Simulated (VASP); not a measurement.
Input of a VASP 6.6.1 run:

The input INCAR:

```
SYSTEM = EuS
  PREC = Accurate
  ENCUT = 600
  EDIFF = 1E-6
  ISMEAR = -1
  SIGMA = 0.05
  LREAL = .False.
  LASPH = .True.
  NELM = 200
  ALGO = Normal
  ISIF = 2
  LWAVE = .False.
  LCHARG = .False.
  ISPIN = 2
  MAGMOM = 7 0
  LORBIT = 11
  LMAXMIX = 6
  GGA = CA
  NBANDS = 22
  GGA_COMPAT = .False.
```

The input KPOINTS:

```
regular mesh
0
Gamma
  8 8 8
  0 0 0
```

The input POSCAR:

```
EuS
1.0
    0.0000000000      3.0176952843      3.0176952843
    3.0176952843      0.0000000000      3.0176952843
    3.0176952843      3.0176952843      0.0000000000
Eu S
1 1
Direct
    0.0000000000      0.0000000000      0.0000000000
    0.5000000000      0.5000000000      0.5000000000
```

Potentials or basis: VASP PAW PBE potentials, release 64 (Eu, S).

Run with:

```sh
$ cat potpaw_PBE.64/Eu/POTCAR potpaw_PBE.64/S/POTCAR > POTCAR
$ mpirun -np 1 vasp_std > vasp.out
```

Q: What does it give for the band gap on the k mesh?

A: Zero (filled and empty bands overlap).

Q: What does it give for the net moment?

A: 6.96 μB per cell.

Q: Estimate the pressure.

A: -8.7 GPa.

Caveat: the cell stands under tension; the PAW data sets were made with another functional, which shifts forces and pressure a little; spin-orbit coupling is left out, which moves the levels of the heavy elements; a cell with one magnetic atom can't hold antiferromagnetic order, which such compounds often take; semilocal functionals describe open f shells poorly, which spoils levels, moments and volumes. With open d or f shells a metallic result of LDA can be an artefact of self-interaction; +U or a hybrid may open a gap.
